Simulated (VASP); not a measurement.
# CaO (Pm-3m) in VASP: notebook

CaO is run at these levels: PBE, r2SCAN; tasks: single point.

Everything below comes from runs of VASP 6.6.1. Logs are shortened: lines on timing, memory, paths and dates and some standing lists are left out, and cuts for length are marked.

## Step 1: The cell of the first run

The structure is cubic, space group Pm-3m (No. 221). Conventional cell: a = 2.903 Å, b = 2.903 Å, c = 2.903 Å, α = 90.00°, β = 90.00°, γ = 90.00°. Ca (site symmetry m-3m) has 8 O at 2.51 Å and 6 Ca at 2.90 Å within 3.3 Å. O (site symmetry m-3m) has 8 Ca at 2.51 Å and 6 O at 2.90 Å within 3.3 Å.

## Step 2: Single point, PBE

File INCAR:

```
PREC = Accurate
ENCUT = 520
EDIFF = 1E-6
ISMEAR = 0
SIGMA = 0.01
LREAL = False
LASPH = True
NELM = 100
ALGO = Normal
ISIF = 2
LWAVE = False
LCHARG = False
GGA = PE
NBANDS = 15
```

File KPOINTS:

```
Automatic mesh
0
Gamma
  6 6 6
```

File POSCAR:

```
CaO
1.0
    2.9032089683      0.0000000000      0.0000000000
    0.0000000000      2.9032089683      0.0000000000
    0.0000000000      0.0000000000      2.9032089683
Ca O
1 1
Direct
    0.0000000000      0.0000000000      0.0000000000
    0.5000000000      0.5000000000      0.5000000000
```

Potentials or basis: VASP PAW PBE potentials, release 64 (Ca_sv, O).

The run is started by

```bash
$ cat potpaw_PBE.64/Ca_sv/POTCAR potpaw_PBE.64/O/POTCAR > POTCAR
$ mpirun -np 1 vasp_std > vasp.out
```

OUTCAR:

```text
PREC = Accurate
   ENCUT = 520
   EDIFF = 1E-6
   ISMEAR = 0
   LREAL = False
   LASPH = True
   NELM = 100
   ISIF = 2
   GGA = PE

 ion  position               nearest neighbor table
   1  0.000  0.000  0.000-   2 2.51   2 2.51   2 2.51   2 2.51   2 2.51   2 2.51   2 2.51   2 2.51

   2  0.500  0.500  0.500-   1 2.51   1 2.51   1 2.51   1 2.51   1 2.51   1 2.51   1 2.51   1 2.51

  LATTYP: Found a simple cubic cell.
 ALAT       =     2.9032089683

  Lattice vectors:

 A1 = (   2.9032089683,   0.0000000000,   0.0000000000)
 A2 = (   0.0000000000,   2.9032089683,   0.0000000000)
 A3 = (   0.0000000000,   0.0000000000,   2.9032089683)

Analysis of symmetry for initial positions (statically):
=====================================================================
 Subroutine PRICEL returns:
 Original cell was already a primitive cell.

 Routine SETGRP: Setting up the symmetry group for a
 simple cubic supercell.

 Subroutine GETGRP returns: Found 48 space group operations
 (whereof 48 operations were pure point group operations)
 out of a pool of 48 trial point group operations.

The static configuration has the point symmetry O_h .

Analysis of symmetry for dynamics (positions and initial velocities):
=====================================================================
 Subroutine PRICEL returns:
 Original cell was already a primitive cell.

 Routine SETGRP: Setting up the symmetry group for a
 simple cubic supercell.

 Subroutine GETGRP returns: Found 48 space group operations
 (whereof 48 operations were pure point group operations)
 out of a pool of 48 trial point group operations.

The dynamic configuration has the point symmetry O_h .

 Subroutine INISYM returns: Found 48 space group operations
 (whereof 48 operations are pure point group operations),
 and found     1 'primitive' translations

----------------------------------------------------------------------------------------

                                     Primitive cell

  volume of cell :      24.4701

  direct lattice vectors                    reciprocal lattice vectors
     2.903208968  0.000000000  0.000000000     0.344446442  0.000000000  0.000000000
     0.000000000  2.903208968  0.000000000     0.000000000  0.344446442  0.000000000
     0.000000000  0.000000000  2.903208968     0.000000000  0.000000000  0.344446442

  length of vectors
     2.903208968  2.903208968  2.903208968     0.344446442  0.344446442  0.344446442

  position of ions in fractional coordinates (direct lattice)
     0.000000000  0.000000000  0.000000000
     0.500000000  0.500000000  0.500000000

  ion indices of the primitive-cell ions
   primitive index   ion index
                 1           1
                 2           2

----------------------------------------------------------------------------------------

 KPOINTS: Automatic mesh

Automatic generation of k-mesh.
 Grid dimensions read from file:
 generate k-points for:    6    6    6

 Generating k-lattice:

  Cartesian coordinates                     Fractional coordinates (reciprocal lattice)
     0.057407740  0.000000000  0.000000000     0.166666667  0.000000000  0.000000000
     0.000000000  0.057407740  0.000000000     0.000000000  0.166666667  0.000000000
     0.000000000  0.000000000  0.057407740     0.000000000  0.000000000  0.166666667

  Length of vectors
     0.057407740  0.057407740  0.057407740

  Shift w.r.t. Gamma in fractional coordinates (k-lattice)
     0.000000000  0.000000000  0.000000000

 Subroutine IBZKPT returns following result:
 ===========================================

 Found     20 irreducible k-points:

 Following reciprocal coordinates:
            Coordinates               Weight
  0.000000  0.000000  0.000000      1.000000
  0.166667  0.000000  0.000000      6.000000
  0.333333  0.000000  0.000000      6.000000
  0.500000  0.000000  0.000000      3.000000
  0.166667  0.166667  0.000000     12.000000
  0.333333  0.166667  0.000000     24.000000
[... 12 lines left out ...]
  0.500000  0.500000  0.333333      6.000000
  0.500000  0.500000  0.500000      1.000000
   k-points           NKPTS =     20   k-points in BZ     NKDIM =     20   number of bands    NBANDS=     15
   number of dos      NEDOS =    301   number of ions     NIONS =      2
   total plane-waves  NPLWV =  13824
   dimension x,y,z NGX =    24 NGY =   24 NGZ =   24
   dimension x,y,z NGXF=    48 NGYF=   48 NGZF=   48
   ions per type =               1   1
   NGX,Y,Z   is equivalent  to a cutoff of  13.74, 13.74, 13.74 a.u.
   NGXF,Y,Z  is equivalent  to a cutoff of  27.49, 27.49, 27.49 a.u.
 SYSTEM =  unknown system
   PREC   = accura    normal or accurate (medium, high low for compatibility)
   ISTART =      0    job   : 0-new  1-cont  2-samecut
   ICHARG =      2    charge: 1-file 2-atom 10-const
   ISPIN  =      1    spin polarized calculation?
   LNONCOLLINEAR =      F non collinear calculations
   LSORBIT =      F    spin-orbit coupling
   LASPH  =      T    aspherical Exc in radial PAW
   ENCUT  =  520.0 eV  38.22 Ry    6.18 a.u.   5.40  5.40  5.40*2*pi/ulx,y,z
   NELM   =    100;   NELMIN=  2; NELMDL= -5     # of ELM steps
   EDIFF  = 0.1E-05   stopping-criterion for ELM
   LREAL  =      F    real-space projection
   EDIFFG = 0.1E-04   stopping-criterion for IOM
   NSW    =      0    number of steps for IOM
   IBRION =     -1    ionic relax: 0-MD 1-quasi-New 2-CG
   NFREE  =      0    steps in history (QN), initial steepest desc. (CG)
   ISIF   =      2    stress and relaxation
   ISYM   =      2    0-nonsym 1-usesym 2-fastsym
   POTIM  = 0.5000    time-step for ionic-motion
   TEBEG  =    0.0;   TEEND  =   0.0 temperature during run
   PSTRESS=    0.0 pullay stress
   NELECT =      16.0000    total number of electrons
   NUPDOWN=      -1.0000    fix difference up-down
   EMIN   =  10.00;   EMAX   =-10.00  energy-range for DOS
   EFERMI =   0.00;   METHOD = LEGACY
   ISMEAR =     0;   SIGMA  =   0.01  broadening in eV -4-tet -1-fermi 0-gaus
   EFERMI_NEDOS =   21; number of points for ismear=-14 and -15
   IALGO  =     38    algorithm
   IMIX   =      4    mixing-type and parameters
     AMIX     =   0.40;   BMIX     =  1.00
     AMIX_MAG =   1.60;   BMIX_MAG =  1.00
  volume/ion in A,a.u.               =      12.24        82.57
  Fermi-wavevector in a.u.,A,eV,Ry     =   1.420921  2.685151 27.470378  2.019016
  Thomas-Fermi vector in A             =   2.541785
   LORBIT       =      0    0 simple, 1 ext, 2 COOP (PROOUT), +10 PAW based schemes
   GGA     = PE    functional components
   LHFCALC =     F    Hartree Fock is set to
   AEXX    =    0.0000 exact exchange contribution
   IVDW    =     0    specifies the selected vdW correction
   LEPSILON=     F    determine dielectric tensor
   LRPA    =     F    only Hartree local field effects (RPA)
 non-spin polarized calculation
 Gauss-broadening in eV      SIGMA  =   0.01
  energy-cutoff  :      520.00
  volume of cell :       24.47
 maximum number of plane-waves:       691
 NGX is ok and might be reduce to    24
   NGX = 11   NGY = 11   NGZ = 11

 number of electron      15.9999997 magnetization

 Free energy of the ion-electron system (eV)
  ---------------------------------------------------
  ext. energy  EPLUGINS =         0.00000000
  ---------------------------------------------------
  free energy    TOTEN  =       -11.81239955 eV

  energy without entropy =      -11.81239955  energy(sigma->0) =      -11.81239955

 E-fermi :   4.3011     XC(G=0): -11.2627

 val. band max:        4.1874684136   @ k =   0.5000   0.5000   0.0000
 cond. band min:       6.9430263792   @ k =   0.0000   0.0000   0.0000
 fundamental gap:      2.7555579656
 Fermi energy:         4.3010857471

 k-point     1 :       0.0000    0.0000    0.0000
  band No.  band energies     occupation
      1     -35.1107      2.00000
      2     -15.5513      2.00000
      3     -15.5513      2.00000
      4     -15.5513      2.00000
      5     -12.2650      2.00000
      6       3.8827      2.00000
      7       3.8827      2.00000
      8       3.8827      2.00000
      9       6.9430      0.00000
     10       6.9430      0.00000
     11       9.4126      0.00000
     12      12.6249      0.00000
     13      12.6249      0.00000
     14      12.6249      0.00000
     15      23.4289      0.00000

 k-point     2 :       0.1667    0.0000    0.0000
  band No.  band energies     occupation
      1     -35.0687      2.00000
      2     -15.9968      2.00000
      3     -15.5199      2.00000
      4     -15.5199      2.00000
      5     -11.9130      2.00000
      6       2.6937      2.00000
      7       3.7626      2.00000
      8       3.7626      2.00000
      9       7.1617      0.00000
     10       8.0833      0.00000
     11      10.4793      0.00000
     12      12.5162      0.00000
     13      12.5162      0.00000
     14      12.6963      0.00000
     15      21.9552      0.00000

 k-point     3 :       0.3333    0.0000    0.0000
  band No.  band energies     occupation
      1     -34.9831      2.00000
      2     -16.7315      2.00000
      3     -15.4563      2.00000
      4     -15.4563      2.00000
      5     -11.3240      2.00000
      6       1.0550      2.00000
      7       3.5130      2.00000
      8       3.5130      2.00000
      9       7.6551      0.00000
     10      10.2689      0.00000
     11      12.3738      0.00000
     12      12.3738      0.00000
     13      12.5178      0.00000
     14      12.8434      0.00000
     15      19.7074      0.00000
[... 271 lines left out ...]
 k-point    19 :       0.5000    0.5000    0.3333
  band No.  band energies     occupation
      1     -34.6783      2.00000
      2     -16.3440      2.00000
      3     -16.3440      2.00000
      4     -16.0580      2.00000
      5     -11.1810      2.00000
      6       1.0601      2.00000
      7       1.0601      2.00000
      8       1.4151      2.00000
      9      11.5543      0.00000
     10      11.7351      0.00000
     11      11.7351      0.00000
     12      11.8056      0.00000
     13      14.1305      0.00000
     14      17.3418      0.00000
     15      17.3418      0.00000

 k-point    20 :       0.5000    0.5000    0.5000
  band No.  band energies     occupation
      1     -34.6419      2.00000
      2     -16.2882      2.00000
      3     -16.2882      2.00000
      4     -16.2882      2.00000
      5     -11.0369      2.00000
      6       0.7510      2.00000
      7       0.7510      2.00000
      8       0.7510      2.00000
      9      12.1377      0.00000
     10      12.1377      0.00000
     11      12.1377      0.00000
     12      14.1635      0.00000
     13      14.1635      0.00000
     14      16.7938      0.00000
     15      16.7938      0.00000

------------------------ aborting loop because EDIFF is reached ----------------------------------------

  FORCE on cell =-STRESS in cart. coord.  units (eV):
  Direction    XX          YY          ZZ          XY          YZ          ZX
  --------------------------------------------------------------------------------------
  -------------------------------------------------------------------------------------
  Total        0.6596888      0.6596888      0.6596888      0.0000000      0.0000000     -0.0000000
  in kB       43.1931436     43.1931436     43.1931436      0.0000000      0.0000000     -0.0000000
  external PRESSURE =      43.1931436 kB  Pullay stress =       0.0000000 kB

 VOLUME and BASIS-vectors are now :
 -----------------------------------------------------------------------------
  energy-cutoff  :      520.00
  volume of cell :       24.47
      direct lattice vectors                 reciprocal lattice vectors
     2.903208968  0.000000000  0.000000000     0.344446442  0.000000000  0.000000000
     0.000000000  2.903208968  0.000000000     0.000000000  0.344446442  0.000000000
     0.000000000  0.000000000  2.903208968     0.000000000  0.000000000  0.344446442

 POSITION                                       TOTAL-FORCE (eV/Angst)
 -----------------------------------------------------------------------------------
      0.00000      0.00000      0.00000         0.000000      0.000000      0.000000
      1.45160      1.45160      1.45160         0.000000      0.000000      0.000000
 -----------------------------------------------------------------------------------
    total drift:                                0.000000      0.000000     -0.000000

  FREE ENERGIE OF THE ION-ELECTRON SYSTEM (eV)
  ---------------------------------------------------
  free  energy   TOTEN  =       -11.8123995544 eV

  energy  without entropy=      -11.8123995544  energy(sigma->0) =      -11.81239955
```

Run time: 4.5 s. Hardware: 1 thread of Intel Xeon Platinum 8488C (Sapphire Rapids), shared host; peak memory 0.14 GiB.

What came out:

```
Free energy            : -11.8124 eV
Pressure               : 4.3 GPa
Band gap on the k mesh : 2.76 eV (least direct gap 3.06 eV)
```

Caveat: the cell stands under pressure; the structure was generated, so it needn't be the stable form of CaO. A k mesh can miss the band edges.

## Step 3: Single point, r2SCAN

POSCAR is that of step 2.

File INCAR.step1:

```
SYSTEM = CaO
PREC = Accurate
ENCUT = 520
ISMEAR = 0
SIGMA = 0.01
LREAL = .FALSE.
LASPH = .TRUE.
NELM = 100
NBANDS = 15
GGA = PE
ALGO = Normal
EDIFF = 1E-4
LWAVE = .TRUE.
LCHARG = .FALSE.
```

File INCAR.step2:

```
SYSTEM = CaO
PREC = Accurate
ENCUT = 520
EDIFF = 1E-6
ISMEAR = 0
SIGMA = 0.01
LREAL = .FALSE.
LASPH = .TRUE.
NELM = 100
ALGO = Normal
ISIF = 2
LWAVE = .FALSE.
LCHARG = .FALSE.
METAGGA = R2SCAN
LMIXTAU = .TRUE.
NBANDS = 15
ISTART = 1
```

File KPOINTS:

```
regular mesh
0
G
  4 4 4
  0 0 0
```

Potentials or basis: VASP PAW PBE potentials, release 64 (Ca_sv, O).

The run is started by

```bash
$ cat potpaw_PBE.64/Ca_sv/POTCAR potpaw_PBE.64/O/POTCAR > POTCAR
$ cp INCAR.step1 INCAR
$ mpirun -np 1 vasp_std > vasp.out
$ cp INCAR.step2 INCAR
$ mpirun -np 1 vasp_std > vasp.out
```

Run time: 12 s. Hardware: 1 thread of Intel Xeon Platinum 8488C (Sapphire Rapids), shared host; peak memory 0.15 GiB.

Results (log left out):

```yaml
Free_energy: -18.4940 eV
Pressure: 1.1 GPa
Band_gap_on_the_k_mesh: 3.26 eV (least direct gap 3.56 eV)
```

Levels at points of the mesh, in eV from the valence-band top:
```tsv
k point	band 5	band 6	band 7	band 8	band 9	band 10	band 11	band 12
(0.00, 0.00, 0.00)	-17.41	-0.30	-0.30	-0.30	3.26	3.26	6.10	9.04
(0.50, 0.00, 0.00)	-16.16	-3.79	-0.80	-0.80	4.26	7.80	8.78	8.78
(0.50, 0.50, 0.00)	-16.73	-2.15	-2.15	0.00	4.46	5.33	7.16	7.16
(0.50, 0.50, 0.50)	-16.21	-3.46	-3.46	-3.46	8.60	8.60	8.60	10.58
```

Caveat: the k points lie up to 0.54 Å⁻¹ apart; the structure was generated, so it needn't be the stable form of CaO; the PAW data sets were made with another functional, which shifts forces and pressure a little.
